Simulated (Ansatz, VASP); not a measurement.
AlN in VASP and in Ansatz

Contents of INCAR:

```
SYSTEM = AlN
PREC = Accurate
ENCUT = 600
EDIFF = 1E-6
ISMEAR = 0
SIGMA = 0.02
LREAL = .False.
LASPH = .True.
NELM = 120
ALGO = Normal
ISIF = 2
LWAVE = .False.
LCHARG = .False.
GGA = PS
NBANDS = 11
GGA_COMPAT = .False.
```

Contents of KPOINTS:

```
Automatic mesh
0
Gamma
  10 10 10
  0 0 0
```

File POSCAR:

```
AlN
1.0
    0.0000000000      2.0226210045      2.0226210045
    2.0226210045      0.0000000000      2.0226210045
    2.0226210045      2.0226210045      0.0000000000
Al N
1 1
Direct
    0.5000000000      0.5000000000      0.5000000000
    0.0000000000      0.0000000000      0.0000000000
```

Input for Ansatz:

```yaml
crystal:
  lattice:
    - [0.0, 2.0226210045, 2.0226210045]
    - [2.0226210045, 0.0, 2.0226210045]
    - [2.0226210045, 2.0226210045, 0.0]
  atoms:
    - { symbol: Al, position: [0.5, 0.5, 0.5] }
    - { symbol: "N", position: [0.0, 0.0, 0.0] }
basis:
  ecutwfc: 420
kpoints:
  mp_grid: { grid: [10, 10, 10] }
  band_path:
    path:
      - [[0.0, 0.0, 0.0], [0.5, 0.0, 0.5], [0.625, 0.25, 0.625]]
      - [[0.375, 0.375, 0.75], [0.0, 0.0, 0.0], [0.5, 0.5, 0.5], [0.5, 0.25, 0.75], [0.5, 0.0, 0.5]]
    npoints: 10
hamiltonian:
  xc: pbesol
  pseudopotentials: { kind: paw }
scf:
  occupations: { method: gaussian, width: 0.02 }
  n_extra_bands: 7
output:
  forces: true
  stress: true
  eigenvalues: true
  dos: { projected: false, de: 0.02, nscf_kmesh: { grid: [15, 15, 15] } }
  write_density: true
  write_potential: true
  elf: true
  volumetric_format: npy
```

Alike in both runs: task single point; functional PBEsol; k mesh 10 × 10 × 10; occupations gaussian, width 0.02 eV; no spin polarisation.

```csv
,VASP,Ansatz
version,VASP 6.6.1,Ansatz 0.2.0
potentials or method,"VASP PAW PBE potentials, release 64 (Al, N), cutoff 600 eV","scalar-relativistic, plane waves, PAW"
valence electrons in the cell,8,8
```

Ansatz gave:

```
gap on the k mesh at the Fermi level (eV) : 4.55
least direct gap on the mesh (eV)         : 5.63
pressure (GPa)                            : 0.0
```

Task: Which values does VASP return?

Result: gap on the k mesh at the Fermi level (eV): 4.54; least direct gap on the mesh (eV): 5.65; pressure (GPa): -0.3.

VASP's potentials were made for PBE, not for PBEsol.
